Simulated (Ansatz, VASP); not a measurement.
**NaMnBi: VASP beside Ansatz**

```
CELL_PARAMETERS angstrom
4.14067 0.00000 0.00000
0.00000 4.14067 0.00000
0.00000 0.00000 7.82207
ATOMIC_POSITIONS crystal
Na 0.00000 0.50000 0.65321
Na 0.50000 0.00000 0.34679
Mn 0.50000 0.50000 0.00000
Mn 0.00000 0.00000 0.00000
Bi 0.00000 0.50000 0.21495
Bi 0.50000 0.00000 0.78505
```

Alike in both runs: functional PBE; k mesh 8 × 8 × 6; occupations gaussian, width 0.1 eV; no spin polarisation.

Ansatz relaxed the structure, and its values are those at the end. VASP's run is a single point on that final structure, the one shown.

|  | VASP | Ansatz |
| --- | --- | --- |
| version | VASP 6.6.1 | Ansatz 0.2.0 |
| potentials or method | VASP PAW PBE potentials, release 64 (Na_pv, Mn_pv, Bi_d), cutoff 520 eV | scalar-relativistic, plane waves, PAW |
| valence electrons in the cell | 70 | 78 |

```tsv
	VASP	Ansatz	Ansatz less VASP
gap on the k mesh at the Fermi level (eV)	none	none	-
pressure (GPa)	0.0	0.0	-0.01
```

A gap of «none» marks a metal or a gap that the smearing closes. VASP's potentials hold 70 valence electrons a cell and Ansatz's 78, so a difference there can come from the potentials and not from the codes.

Spin-orbit coupling is off throughout.
